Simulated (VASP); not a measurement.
Input of a VASP 6.6.1 run:

The input INCAR:

```
SYSTEM = B17SN17
  ALGO = Normal
  EDIFF = 1E-6
  ENCUT = 520
  GGA = PE
  GGA_COMPAT = .False.
  ISIF = 2
  ISMEAR = -1
  ISYM = -1
  LASPH = .True.
  LCHARG = .False.
  LREAL = Auto
  LWAVE = .False.
  NBANDS = 94
  NELECT = 144.0
  NELM = 120
  PREC = Accurate
  SIGMA = 0.01
```

File KPOINTS:

```
explicit points
4
Reciprocal
  0.25000000   0.25000000   0.25000000 2
  0.25000000   0.25000000   0.75000000 2
  0.25000000   0.75000000   0.25000000 2
  0.25000000   0.75000000   0.75000000 2
```

Contents of POSCAR:

```
B17SN17
1.0
    7.4650312844      0.0000000000      0.0000000000
   -3.7325156422      6.4649067324      0.0000000000
    0.0000000000      0.0000000000      6.4954828762
B N S
17 17 1
Direct
    0.0951577370      0.2063998136      0.2502230956
    0.2237628063      0.1222047048      0.7817101141
    0.0930340200      0.5376591468      0.2568035637
    0.2369195075      0.4636594229      0.7378746927
    0.0929886463      0.8727200428      0.2615460283
    0.2366661207      0.7929935571      0.7549713896
    0.4303432785      0.2096200165      0.2824803873
    0.5808565973      0.1217529196      0.7599572916
    0.4297812588      0.5379405048      0.2787353482
    0.4288351292      0.8728410581      0.2655706922
    0.5609723204      0.7795682896      0.7088161876
    0.7626955430      0.2080930492      0.2608379816
    0.9006737633      0.1193757260      0.7160052831
    0.7678904326      0.5448209415      0.3549618159
    0.9071941898      0.4641293483      0.6920591388
    0.7625260126      0.8719426911      0.2497968865
    0.9061569613      0.7877174034      0.6806865643
    0.1190671097      0.2337929061      0.7466190827
    0.2057217134      0.0958102229      0.2657985767
    0.1199476208      0.5704888864      0.7605455817
    0.2063958511      0.4286011150      0.2511410733
    0.1224591837      0.9025299888      0.7514338589
    0.2055785613      0.7620244580      0.2645215905
    0.5395206041      0.0947908692      0.2801030676
    0.4454685659      0.5673944808      0.6945469926
    0.5376320127      0.4280554133      0.3053067362
    0.4595657664      0.9017226588      0.7457237432
    0.5391805685      0.7618871648      0.2568873804
    0.7956681546      0.2355216237      0.7065447611
    0.8723796448      0.0959650872      0.2358539039
    0.8280668362      0.5834056276      0.5965163696
    0.8726043954      0.4276669906      0.2702508028
    0.7900929091      0.8963664629      0.6954407750
    0.8724249607      0.7632743902      0.2601075636
    0.4887951350      0.2800713947      0.8594281223
```

Potentials or basis: VASP PAW PBE potentials, release 64 (B, N, S).

Run with:

```bash
$ cat potpaw_PBE.64/B/POTCAR potpaw_PBE.64/N/POTCAR potpaw_PBE.64/S/POTCAR > POTCAR
$ mpirun -np 1 vasp_std > vasp.out
```

(1) Estimate the largest force.

Answers

(1) 0.333 eV/Å.

Caveat: the cell carries a net charge on a neutralising background, which shifts energy and pressure.
